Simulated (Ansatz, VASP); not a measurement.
# One calculation of NaH3, two programs

```
CELL_PARAMETERS angstrom
1.54702 0.00000 -4.28971
0.00000 -4.58709 0.00000
-6.29310 2.29355 0.00001
ATOMIC_POSITIONS crystal
Na 0.25000 0.24982 0.00000
Na 0.75000 0.75018 0.00000
H 0.92701 0.03667 0.50332
H 0.25000 0.74977 0.00000
H 0.57299 0.53336 0.49668
H 0.42701 0.46664 0.50332
H 0.07299 0.96333 0.49668
H 0.75000 0.25023 0.00000
```

Alike in both runs: task single point; functional PBE; k mesh 4 × 4 × 4; occupations gaussian, width 0.1 eV; no spin polarisation.

```csv
,VASP,Ansatz
version,VASP 6.6.1,Ansatz 0.2.0
potentials or method,"VASP PAW PBE potentials, release 64 (Na_pv, H), cutoff 500 eV","scalar-relativistic, plane waves, PAW"
valence electrons in the cell,20,24
```

Ansatz gave:

- gap on the k mesh at the Fermi level (eV): 3.00
- least direct gap on the mesh (eV): 3.12
- pressure (GPa): 0.0
- rms of the force components (eV/Å): 0.002

Q: Which values does VASP return?

A: gap on the k mesh at the Fermi level (eV): 3.00; least direct gap on the mesh (eV): 3.12; pressure (GPa): -0.1; rms of the force components (eV/Å): 0.005.

Atom by atom the forces differ by 0.003 eV/Å (rms over components). VASP's potentials hold 20 valence electrons a cell and Ansatz's 24, so a difference there can come from the potentials and not from the codes.
